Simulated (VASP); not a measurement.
Cu2Rh:

```
Cu Rh
1.0
    -1.83343    1.83343    3.00702
     1.83343   -1.83343    3.00702
     1.83343    1.83343   -3.00702
Cu Rh
2 1
Cartesian
  0.0000 0.0000 3.5663
  0.0000 0.0000 2.4477
  0.0000 0.0000 0.0000
```

- Program: VASP 6.6.1
- Task: relaxation of cell and atoms
- Functional: PBE
- Potentials or basis: VASP PAW PBE potentials, release 64 (Cu, Rh_pv)
- Cutoff: 600 eV
- k mesh: 6 × 6 × 6
- Occupations: gaussian, width 0.1 eV
- Spin: no spin polarisation

At the start: pressure 59.0 GPa; volume 13.48 Å³/atom.

How do energy, volume and symmetry change on relaxing?

Over 38 steps the energy falls by 6533.5 meV/atom and the volume is 12.78 Å³/atom (-5.1 %); space group I4/mmm (No. 139, to 0.05 Å).

Step by step:
```tsv
step	energy change (eV)	largest force (eV/Å)	pressure (GPa)	volume (Å³)
1	0.0000	38.6577	59.03	40.43
2	141.6823	430.0787	588.27	69.39
3	-4.5302	27.2070	93.32	44.65
4	-5.6956	25.8937	91.02	43.87
5	-7.8567	23.1682	86.72	42.15
6	-8.7829	21.7478	85.14	41.29
7	-9.2009	20.9909	84.63	40.86
8	-9.3970	20.5968	84.46	40.65
9	-9.4916	20.3935	84.40	40.54
10	-9.5380	20.2903	84.37	40.49
11	-9.5610	20.2380	84.39	40.46
12	-9.5724	20.2120	84.38	40.45
13	-9.5781	20.1991	84.37	40.44
14	-9.5810	20.1925	84.38	40.44
15	-9.5824	20.1892	84.42	40.43
16	-9.5831	20.1876	84.35	40.43
17	-9.5835	20.1866	84.40	40.43
18	-9.5837	20.1865	84.41	40.43
19	-9.5837	20.1861	84.40	40.43
20	-1.7043	0.0096	-84.63	83.95
21	-15.5869	1.0587	-14.51	64.20
22	-15.7817	1.7218	-10.85	61.84
23	-15.8191	2.1408	-8.96	60.64
24	-15.8224	2.2913	-8.33	60.25
25	-16.6965	2.5962	-5.05	52.04
26	-17.4708	4.1049	18.34	39.77
27	-18.0511	3.7676	15.51	38.75
28	-19.2979	1.6940	15.43	35.74
29	-13.1157	11.8435	162.05	30.01
30	-19.3786	1.1048	16.86	35.35
31	-19.3945	0.6630	18.90	35.02
32	-19.5590	0.6668	1.56	37.89
33	-19.5599	0.6656	0.32	38.15
34	-19.5746	0.5293	0.31	38.15
35	-19.5988	0.1244	0.41	38.16
36	-19.6003	0.0040	0.61	38.16
37	-19.6003	0.0089	0.63	38.16
38	-19.6005	0.0027	-0.27	38.35
```

Final structure:
```
Cu Rh
1.0
    -1.47669    1.47669    4.39698
     1.47669   -1.47669    4.39698
     1.47669    1.47669   -4.39698
Cu Rh
2 1
Direct
  0.67301 0.67301 0.00000
  0.32699 0.32699 0.00000
  0.00000 0.00000 0.00000
```

Caveat: the k points lie up to 0.50 Å⁻¹ apart in the final cell.
